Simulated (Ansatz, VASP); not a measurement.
## Cu in VASP and in Ansatz

Contents of INCAR:

```
SYSTEM = Cu
PREC = Accurate
ENCUT = 520
EDIFF = 1E-6
ISMEAR = -1
SIGMA = 0.05
LREAL = .FALSE.
LASPH = .TRUE.
NELM = 100
ALGO = Normal
ISIF = 2
LWAVE = .FALSE.
LCHARG = .FALSE.
GGA = PE
NBANDS = 36
```

KPOINTS

```
Automatic mesh
0
G
  16 11 1
  0 0 0
```

File POSCAR:

```
Cu
1.0
    2.5664536728      0.0000000000      0.0000000000
    0.0000000000      3.6295135912      0.0000000000
    0.0000000000      0.0000000000     21.1329000000
Cu
5
Direct
    0.0000000000      0.0000000000      0.3825828990
    0.5000000000      0.5000000000      0.4376865909
    0.0000000000      0.0000000000      0.5000000000
    0.5000000000      0.5000000000      0.5623134094
    0.0000000000      0.0000000000      0.6174171006
```

Input for Ansatz:

```yaml
crystal:
  lattice:
    - [2.5664536728, 0.0, 0.0]
    - [0.0, 3.6295135912, 0.0]
    - [0.0, 0.0, 21.1329]
  atoms:
    - { symbol: Cu, position: [0.0, 0.0, 0.382582899] }
    - { symbol: Cu, position: [0.5, 0.5, 0.4376865909] }
    - { symbol: Cu, position: [0.0, 0.0, 0.5] }
    - { symbol: Cu, position: [0.5, 0.5, 0.5623134094] }
    - { symbol: Cu, position: [0.0, 0.0, 0.6174171006] }
kpoints:
  mp_grid: { grid: [16, 11, 1] }
scf:
  occupations: { method: fermi_dirac, width: 0.05 }
hamiltonian:
  xc: pbe
  pseudopotentials: { kind: paw }
output:
  forces: true
  stress: true
  eigenvalues: true
  core_levels:
    shells: { Cu: ["2p"] }
    counted_from: fermi_level
    add_spin: false
  write_density: true
  write_potential: true
  elf: true
  volumetric_format: npy
```

Alike in both runs: task single point; functional PBE; k mesh 16 × 11 × 1; occupations fermi-dirac, width 0.05 eV; no spin polarisation.

|  | VASP | Ansatz |
| --- | --- | --- |
| version | VASP 6.6.1 | Ansatz 0.2.0 |
| potentials or method | VASP PAW PBE potentials, release 64 (Cu) | PAW with Ansatz's default frozen-core files, scalar-relativistic |
| plane-wave cutoff (eV) | 520 | 420 |
| valence electrons in the cell | 55 | 95 |

VASP gave:

* rms of the force components (eV/Å): 0.014

**Question.** Which values does Ansatz return?

**Answer.** rms of the force components (eV/Å): 0.003.

Atom by atom the forces differ by 0.011 eV/Å (rms over components). VASP's potentials hold 55 valence electrons a cell and Ansatz's 95, so a difference there can come from the potentials and not from the codes. Ansatz's warnings: xc potential rough in thin density.
